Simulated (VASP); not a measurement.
LiH, 2 atoms in the cell. The structure is cubic, space group Fm-3m (No. 225). Conventional cell: a = 4.092 Å, b = 4.092 Å, c = 4.092 Å, α = 90.00°, β = 90.00°, γ = 90.00°. Li (site symmetry m-3m) has 6 H at 2.05 Å within 2.7 Å. Within 2.7 Å of H (site symmetry m-3m) lie 6 Li at 2.05 Å.  This cell differs from its parent crystal: volume scaled by 1.02.

- Program: VASP 6.6.1
- Task: electric field gradients
- Functional: LDA
- Potentials or basis: VASP PAW LDA potentials, release 64 (Li_sv, H)
- Cutoff: 520 eV
- k mesh: 11 × 11 × 11
- Occupations: fermi-dirac, width 0.03 eV
- Spin: no spin polarisation
- Dipole correction: no
- Further INCAR settings: ALGO = Normal; EDIFF = 1e-08; NBANDS = 9

Potentials or basis: VASP PAW LDA potentials, release 64 (Li_sv, H).

Run with:

```sh
$ cat potpaw_LDA.64/Li_sv/POTCAR potpaw_LDA.64/H/POTCAR > POTCAR
$ mpirun -np 1 vasp_std > vasp.out
```

Hardware: 1 thread of Intel(R) Xeon(R) Platinum 8375C CPU @ 2.90GHz (Ice Lake) (shared host).

Task: Estimate the wall time of this run.

Result: Wall time 5.7 s on 1 thread of Intel(R) Xeon(R) Platinum 8375C CPU @ 2.90GHz (Ice Lake), with other jobs on the host, peak memory 0.12 GiB. Counts: scf iterations 13, k points 56.
